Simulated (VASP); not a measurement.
ScBC, 6 atoms in the cell. The structure is hexagonal, space group P6_3/mmc (No. 194). Conventional cell: a = 2.992 Å, b = 2.992 Å, c = 7.506 Å, α = 90.00°, β = 90.00°, γ = 120.00°. Within 3.4 Å of Sc (site symmetry -3m) lie 6 B at 2.55 Å and 6 C at 2.55 Å and 6 Sc at 2.99 Å. Within 2.3 Å of B (site symmetry -6m2) lie 3 C at 1.73 Å. Within 2.3 Å of C (site symmetry -6m2) lie 3 B at 1.73 Å. 

| Quantity | Value |
| --- | --- |
| Program | VASP 6.6.1 |
| Task | single point |
| Functional | LDA |
| Potentials or basis | VASP PAW LDA potentials, release 64 (Sc_sv, B, C) |
| Cutoff | 520 eV |
| k mesh | 9 × 9 × 3 |
| Occupations | fermi-dirac, width 0.05 eV |
| Spin | no spin polarisation |
| Dipole correction | no |
| Further INCAR settings | ALGO = Normal; EDIFF = 1e-06; NBANDS = 27 |

Potentials or basis: VASP PAW LDA potentials, release 64 (Sc_sv, B, C).

Command:

```bash
$ cat potpaw_LDA.64/Sc_sv/POTCAR potpaw_LDA.64/B/POTCAR potpaw_LDA.64/C/POTCAR > POTCAR
$ mpirun -np 1 vasp_std > vasp.out
```

Hardware: 1 thread of Intel(R) Xeon(R) 6975P-C (Granite Rapids) (shared host).

**Question.** How long does it take, and how much memory?

**Answer.** Run time: 16 s on 1 thread of Intel(R) Xeon(R) 6975P-C (Granite Rapids), with other jobs on the host, peak memory 0.17 GiB. Counts: scf iterations 13, k points 24.
